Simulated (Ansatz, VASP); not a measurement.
## Two plane-wave programs on AlNi

Contents of INCAR:

```
ALGO = Fast ; EDIFF = 1E-6
ENCUT = 520 ; GGA = PS
ISIF = 2 ; ISMEAR = 0
LASPH = T ; LCHARG = F
LREAL = F ; LWAVE = F
NBANDS = 14 ; NELM = 60
PREC = Accurate ; SIGMA = 0.15
```

KPOINTS

```
k-points
0
Gamma
  16 16 16
```

File POSCAR:

```
AlNi
1.0
    1.7988676817     -1.7988198794      0.0000000000
    1.9470176785      1.9469738131      0.0000000000
    0.0000000000      0.0000000000      2.8688666979
Al Ni
1 1
Direct
    0.0000000000      0.0000000000      0.0000000000
    0.5000000000      0.5000000000      0.5000000000
```

Input for Ansatz:

```yaml
crystal:
  lattice:
    - [1.7988676817, -1.7988198794, 0.0]
    - [1.9470176785, 1.9469738131, 0.0]
    - [0.0, 0.0, 2.8688666979]
  atoms:
    - { symbol: Al, position: [0.0, 0.0, 0.0] }
    - { symbol: Ni, position: [0.5, 0.5, 0.5] }
basis:
  ecutwfc: 520.0
kpoints:
  mp_grid: { grid: [16, 16, 16] }
hamiltonian:
  xc: pbesol
  pseudopotentials: { kind: paw, azcp: { folder: soft_1 } }
scf:
  occupations: { method: gaussian, width: 0.15 }
output:
  forces: true
  stress: true
  eigenvalues: true
```

Change from the starting cell: normal strain along x -0.1100, normal strain along y -0.0367.

Alike in both runs: task single point; functional PBEsol; k mesh 16 × 16 × 16; occupations gaussian, width 0.15 eV; no spin polarisation.

```csv
,VASP,Ansatz
version,VASP 6.6.1,Ansatz 0.2.0
potentials or method,"VASP PAW PBE potentials, release 64 (Al, Ni), cutoff 520 eV","scalar-relativistic, plane waves, PAW"
valence electrons in the cell,13,21
```

|  | VASP | Ansatz | Ansatz less VASP |
| --- | --- | --- | --- |
| gap on the k mesh at the Fermi level (eV) | none | none | - |
| pressure (GPa) | 38.7 | 38.2 | -0.49 |
| traceless stress, the component that is largest in VASP (GPa) | -8.38 | -8.27 | +0.114 |

VASP's potentials were made for PBE, not for PBEsol, and Ansatz warns of the same on its side. A gap of «none» marks a metal or a gap that the smearing closes. Both programs put the cell under a high pressure, so it lies far from rest at this level. VASP's potentials hold 13 valence electrons a cell and Ansatz's 21, so a difference there can come from the potentials and not from the codes. Ansatz's warnings: near symmetry operations not taken.
